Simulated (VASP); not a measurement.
Write the native input for VASP 6.6.1 that does the following.

* Task: single point
* Functional: PBE
* Potentials or basis: VASP PAW PBE potentials, release 64 (Nb_sv, B)
* Cutoff: 420 eV
* k mesh: 3 × 3 × 3
* Occupations: fermi-dirac, width 0.5 eV
* Spin: no spin polarisation
* Dipole correction: no
* Further INCAR settings: ALGO = Normal; EDIFF = 1e-06; NBANDS = 120

The structure of Nb16B (a cell with a defect) lies in POSCAR:

```
Nb16B
1.0
    6.6851643200      0.0000000000      0.0000000000
    0.0000000000      6.6851643200      0.0000000000
    0.0000000000      0.0000000000      6.6851643200
Nb B
16 1
Direct
   -0.0035234736     -0.0005219019      0.0001476403
    0.2498553394      0.2375147302      0.2381857683
   -0.0002610257     -0.0005130764      0.5001438768
    0.2498504031      0.2375112898      0.7621339964
   -0.0002586324      0.4994836088      0.0001581113
    0.2498638657      0.7614652021      0.2381805329
    0.0539295644      0.4994973706      0.5001667633
    0.2498596773      0.7614677450      0.7621408773
    0.5032369945     -0.0005178631      0.0001459949
    0.7498596534      0.2545684621      0.2552336664
    0.4999736491     -0.0005087384      0.5001473172
    0.7498604013      0.2545717530      0.7450569293
    0.4999721533      0.4994732874      0.0001552692
    0.7498490329      0.7443923233      0.2552362094
    0.4457839564      0.4994960244      0.5001669129
    0.7498530717      0.7443879854      0.7450546855
    0.7498566617      0.4994629661      0.5001242812
```

One way to write it, as run:

INCAR

```
SYSTEM = Nb16B
ALGO     = Normal         ! electronic algorithm
EDIFF    = 1E-6           ! SCF threshold, eV
ENCUT    = 420            ! plane-wave cutoff, eV
GGA      = PE             ! functional
GGA_COMPAT= .FALSE.      
ISIF     = 2              ! what is computed and relaxed
ISMEAR   = -1             ! smearing method
LASPH    = .TRUE.         ! aspherical terms in the spheres
LCHARG   = .FALSE.        ! write CHGCAR
LREAL    = .FALSE.        ! projectors in reciprocal space
LWAVE    = .FALSE.        ! write WAVECAR
NBANDS   = 120            ! bands
NELM     = 120            ! most SCF steps
PREC     = Accurate       ! precision mode
SIGMA    = 0.5            ! smearing width, eV
```

KPOINTS

```
k-points
0
G
  3 3 3
  0 0 0
```

Potentials or basis: VASP PAW PBE potentials, release 64 (Nb_sv, B).

The run is started by

```sh
$ cat potpaw_PBE.64/Nb_sv/POTCAR potpaw_PBE.64/B/POTCAR > POTCAR
$ mpirun -np 1 vasp_std > vasp.out
```

It gave:

```yaml
Pressure: 5.2 GPa
Largest_force: 0.016 eV/Å
Band_gap_on_the_k_mesh: zero (an odd number of electrons rules out a gap without spin polarisation)
```

Caveat: so wide a smearing shifts energies and pressures.

Wall time 54 min on 1 thread of Intel Xeon 8259CL, with other jobs on the host, peak memory 0.48 GiB.
